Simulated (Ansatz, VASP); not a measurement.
## KI: VASP beside Ansatz

```xyz
2
Lattice="0.0000 3.5909 3.5909 3.5909 0.0000 3.5909 3.5909 3.5909 0.0000" Properties=species:S:1:pos:R:3 pbc="T T T"
K     0.0000    0.0000    0.0000
I     3.5909    3.5909    3.5909
```

Alike in both runs: functional PBE; k mesh 6 × 6 × 6; occupations gaussian, width 0.02 eV; no spin polarisation.

Ansatz relaxed the structure, and its values are those at the end. VASP's run is a single point on that final structure, the one shown.

|  | VASP | Ansatz |
| --- | --- | --- |
| version | VASP 6.6.1 | Ansatz 0.2.0 |
| potentials or method | VASP PAW PBE potentials, release 64 (K_sv, I), cutoff 500 eV | scalar-relativistic, plane waves, PAW |
| valence electrons in the cell | 16 | 26 |

|  | VASP | Ansatz | Ansatz less VASP |
| --- | --- | --- | --- |
| gap on the k mesh at the Fermi level (eV) | 3.85 | 3.86 | +0.004 |
| least direct gap on the mesh (eV) | 3.85 | 3.86 | +0.004 |
| pressure (GPa) | 0.0 | 0.0 | -0.03 |

The functional is the same, so the differences come from potentials, cutoffs and numerics. VASP's potentials hold 16 valence electrons a cell and Ansatz's 26, so a difference there can come from the potentials and not from the codes.

Neither program's run includes spin-orbit coupling.
